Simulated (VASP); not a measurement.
# Mo (P6_3/mmc) in VASP: single point with r2SCAN

Aim: the single point of Mo with r2SCAN.

Program: VASP 6.6.1. These are calculated values, not measurements. Logs are shortened: lines on timing, memory, paths and dates and some standing lists are left out, and cuts for length are marked.

### Step 1. The cell of the first run

The structure is hexagonal, space group P6_3/mmc (No. 194). The conventional cell has a = 2.741 Å, b = 2.741 Å, c = 10.004 Å, α = 90.00°, β = 90.00°, γ = 120.00°. Within 3.4 Å of Mo (site symmetry 3m) lie 10 Mo at 2.58 to 2.89 Å.

This isn't the form of Mo at room conditions, which is bcc.

### Step 2. Single point, r2SCAN

Contents of POSCAR:

```
Mo
1.0
    2.7405945973      0.0000000000      0.0000000000
   -1.3702972987      2.3734245427      0.0000000000
    0.0000000000      0.0000000000     10.0044738712
Mo
4
Direct
    0.3333333333      0.6666666667      0.3790307318
    0.6666666667      0.3333333333      0.8790307318
    0.6666666667      0.3333333333      0.6209692682
    0.3333333333      0.6666666667      0.1209692682
```

Contents of INCAR.step1:

```
ALGO = Normal
EDIFF = 1E-5
ENCUT = 550
GGA = PE
GGA_COMPAT = False
ISMEAR = 0
LASPH = True
LCHARG = False
LREAL = False
LWAVE = True
NBANDS = 36
NELM = 120
PREC = Accurate
SIGMA = 0.1
```

Contents of INCAR.step2:

```
ALGO = Normal
EDIFF = 1E-6
ENCUT = 550
GGA_COMPAT = False
ISIF = 2
ISMEAR = 0
ISTART = 1
LASPH = True
LCHARG = False
LMIXTAU = True
LREAL = False
LWAVE = False
METAGGA = R2SCAN
NBANDS = 36
NELM = 120
PREC = Accurate
SIGMA = 0.1
```

Contents of KPOINTS:

```
k-points
0
Gamma
  21 21 6
```

Potentials or basis: VASP PAW PBE potentials, release 64 (Mo_sv).

Run with:

```console
$ cat potpaw_PBE.64/Mo_sv/POTCAR > POTCAR
$ cp INCAR.step1 INCAR
$ mpirun -np 1 vasp_std > vasp.out
$ cp INCAR.step2 INCAR
$ mpirun -np 1 vasp_std > vasp.out
```

OUTCAR:

```text
EDIFF = 1E-6
   ENCUT = 550
   ISIF = 2
   ISMEAR = 0
   ISTART = 1
   LASPH = True
   LREAL = False
   METAGGA = R2SCAN
   NELM = 120
   PREC = Accurate

 ion  position               nearest neighbor table
   1  0.333  0.667  0.379-   4 2.58   3 2.89   3 2.89   3 2.89
   2  0.667  0.333  0.879-   3 2.58   4 2.89   4 2.89   4 2.89
   3  0.667  0.333  0.621-   2 2.58   1 2.89   1 2.89   1 2.89
   4  0.333  0.667  0.121-   1 2.58   2 2.89   2 2.89   2 2.89

  LATTYP: Found a hexagonal cell.
 ALAT       =     2.7405945973
 C/A-ratio  =     3.6504756599

  Lattice vectors:

 A1 = (   2.7405945973,   0.0000000000,   0.0000000000)
 A2 = (  -1.3702972987,   2.3734245427,   0.0000000000)
 A3 = (   0.0000000000,   0.0000000000,  10.0044738712)

Analysis of symmetry for initial positions (statically):
=====================================================================
 Subroutine PRICEL returns:
 Original cell was already a primitive cell.

 Routine SETGRP: Setting up the symmetry group for a
 hexagonal supercell.

 Subroutine GETGRP returns: Found 24 space group operations
 (whereof 12 operations were pure point group operations)
 out of a pool of 24 trial point group operations.

The static configuration has the point symmetry D_3d.
 The point group associated with its full space group is D_6h.

Analysis of symmetry for dynamics (positions and initial velocities):
=====================================================================
 Subroutine PRICEL returns:
 Original cell was already a primitive cell.

 Routine SETGRP: Setting up the symmetry group for a
 hexagonal supercell.

 Subroutine GETGRP returns: Found 24 space group operations
 (whereof 12 operations were pure point group operations)
 out of a pool of 24 trial point group operations.

The dynamic configuration has the point symmetry D_3d.
 The point group associated with its full space group is D_6h.

 Subroutine INISYM returns: Found 24 space group operations
 (whereof 12 operations are pure point group operations),
 and found     1 'primitive' translations

----------------------------------------------------------------------------------------

                                     Primitive cell

  volume of cell :      65.0750

  direct lattice vectors                    reciprocal lattice vectors
[... 90 lines left out ...]
   NELM   =    120;   NELMIN=  2; NELMDL=  0     # of ELM steps
   EDIFF  = 0.1E-05   stopping-criterion for ELM
   LREAL  =      F    real-space projection
   EDIFFG = 0.1E-04   stopping-criterion for IOM
   NSW    =      0    number of steps for IOM
   IBRION =     -1    ionic relax: 0-MD 1-quasi-New 2-CG
   NFREE  =      0    steps in history (QN), initial steepest desc. (CG)
   ISIF   =      2    stress and relaxation
   ISYM   =      2    0-nonsym 1-usesym 2-fastsym
   POTIM  = 0.5000    time-step for ionic-motion
   TEBEG  =    0.0;   TEEND  =   0.0 temperature during run
   PSTRESS=    0.0 pullay stress
   NELECT =      56.0000    total number of electrons
   NUPDOWN=      -1.0000    fix difference up-down
   EMIN   =  10.00;   EMAX   =-10.00  energy-range for DOS
   EFERMI =   0.00;   METHOD = LEGACY
   ISMEAR =     0;   SIGMA  =   0.10  broadening in eV -4-tet -1-fermi 0-gaus
   EFERMI_NEDOS =   21; number of points for ismear=-14 and -15
   IALGO  =     38    algorithm
   IMIX   =      4    mixing-type and parameters
     AMIX     =   0.40;   BMIX     =  1.00
     AMIX_MAG =   1.60;   BMIX_MAG =  1.00
  volume/ion in A,a.u.               =      16.27       109.79
  Fermi-wavevector in a.u.,A,eV,Ry     =   1.557158  2.942602 32.990604  2.424741
  Thomas-Fermi vector in A             =   2.660849
   LORBIT       =      0    0 simple, 1 ext, 2 COOP (PROOUT), +10 PAW based schemes
   METAGGA = R2SCAN    functional components
   LHFCALC =     F    Hartree Fock is set to
   AEXX    =    0.0000 exact exchange contribution
   IVDW    =     0    specifies the selected vdW correction
   LEPSILON=     F    determine dielectric tensor
   LRPA    =     F    only Hartree local field effects (RPA)
 non-spin polarized calculation
 Gauss-broadening in eV      SIGMA  =   0.10
  energy-cutoff  :      550.00
  volume of cell :       65.08
 maximum number of plane-waves:      1926
 NGX is ok and might be reduce to    24
   NGX = 11   NGY = 11   NGZ = 39

 number of electron      55.9999993 magnetization

 Free energy of the ion-electron system (eV)
  ---------------------------------------------------
  ext. energy  EPLUGINS =         0.00000000
  ---------------------------------------------------
  free energy    TOTEN  =      -101.21138989 eV

  energy without entropy =     -101.19203498  energy(sigma->0) =     -101.20171244

 E-fermi :  11.8273     XC(G=0): -14.2928

 val. band max:       11.8269078770   @ k =   0.2381   0.1429   0.3333
 cond. band min:      11.8287535225   @ k =   0.3810  -0.0000   0.3333
 fundamental gap:      0.0018456455
 Fermi energy:        11.8272542773

 k-point     1 :       0.0000    0.0000    0.0000
  band No.  band energies     occupation
      1     -51.1396      2.00000
      2     -51.0443      2.00000
      3     -51.0215      2.00000
      4     -50.9239      2.00000
      5     -25.2026      2.00000
      6     -24.6152      2.00000
[... 925 lines left out ...]
     35      13.9412      0.00000
     36      14.1209      0.00000

 [... further k-points ...]

------------------------ aborting loop because EDIFF is reached ----------------------------------------

  FORCE on cell =-STRESS in cart. coord.  units (eV):
  Direction    XX          YY          ZZ          XY          YZ          ZX
  --------------------------------------------------------------------------------------
  -------------------------------------------------------------------------------------
  Total        0.4062681      0.4062681      0.4350020     -0.0000000     -0.0000000      0.0000000
  in kB       10.0025052     10.0025052     10.7099471     -0.0000000     -0.0000000      0.0000000
  external PRESSURE =      10.2383192 kB  Pullay stress =       0.0000000 kB

 VOLUME and BASIS-vectors are now :
 -----------------------------------------------------------------------------
  energy-cutoff  :      550.00
  volume of cell :       65.08
      direct lattice vectors                 reciprocal lattice vectors
     2.740594597  0.000000000  0.000000000     0.364884321  0.210666061  0.000000000
    -1.370297299  2.373424543  0.000000000     0.000000000  0.421332122  0.000000000
     0.000000000  0.000000000 10.004473871     0.000000000  0.000000000  0.099955281

 POSITION                                       TOTAL-FORCE (eV/Angst)
 -----------------------------------------------------------------------------------
     -0.00000      1.58228      3.79200         0.000000      0.000000      0.015825
      1.37030      0.79114      8.79424        -0.000000     -0.000000      0.015825
      1.37030      0.79114      6.21247         0.000000      0.000000     -0.015825
     -0.00000      1.58228      1.21023        -0.000000      0.000000     -0.015825
 -----------------------------------------------------------------------------------
    total drift:                                0.000000     -0.000000      0.000000

  FREE ENERGIE OF THE ION-ELECTRON SYSTEM (eV)
  ---------------------------------------------------
  free  energy   TOTEN  =      -101.2113898907 eV

  energy  without entropy=     -101.1920349804  energy(sigma->0) =     -101.20171244
```

It took 16 min on 1 thread of Intel Xeon Platinum 8488C (Sapphire Rapids), shared host; peak memory 0.46 GiB.

Results:

| Item | Value |
| --- | --- |
| Free energy | -101.2114 eV |
| Pressure | 1.0 GPa |
| Largest force | 0.016 eV/Å |
| Band gap on the k mesh | zero (bands 28 and 29 overlap by 1.80 eV) |

Forces in eV/Å, atoms in the order of the input:
```
Mo   0.000  0.000  0.016
Mo   0.000  0.000  0.016
Mo   0.000  0.000 -0.016
Mo   0.000  0.000 -0.016
```

Caveat: the PAW data sets were made with another functional, which shifts forces and pressure a little.
